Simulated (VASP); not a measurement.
Crystal: CoO.

```
Co O
1.0
     0.00000    2.13150    2.13150
     2.13150    0.00000    2.13150
     2.13150    2.13150    0.00000
Co O
1 1
Direct
  0.00000 0.00000 0.00000
  0.50000 0.50000 0.50000
```

Base run:

```yaml
Program: VASP 6.6.1
Functional: PBE
Potentials_or_basis: VASP PAW PBE potentials, release 64 (Co_sv, O)
Cutoff: 700 eV
k_mesh: 9 × 9 × 9
Occupations: fermi-dirac, width 0.02 eV
Spin: collinear spin, ferromagnetic start
Starting_moments: "[1.13, 0.0] μB"
Fixed_moment: 1.13 μB
Hubbard_terms: Co d U = 4.8 eV
```

Its results: pressure -11.2 GPa; site moments Co +1.28; O -0.18 μB.

Task: The run is repeated on the same cell with these changes: fixed moment from 1.13 μB to 3.39 μB; moments at the start from [1.13, 0.0] to [3.39, 0.0]. What comes out?

Result: Pressure 8.3 GPa; site moments Co +2.89; O +0.36 μB.

Caveats: the total moment is fixed, so each spin has its own Fermi level and the state may be an excited one; a cell with one magnetic atom can't hold antiferromagnetic order, which such compounds often take; the cell stands under tension (at least some runs); the cell stands under pressure (at least some runs).
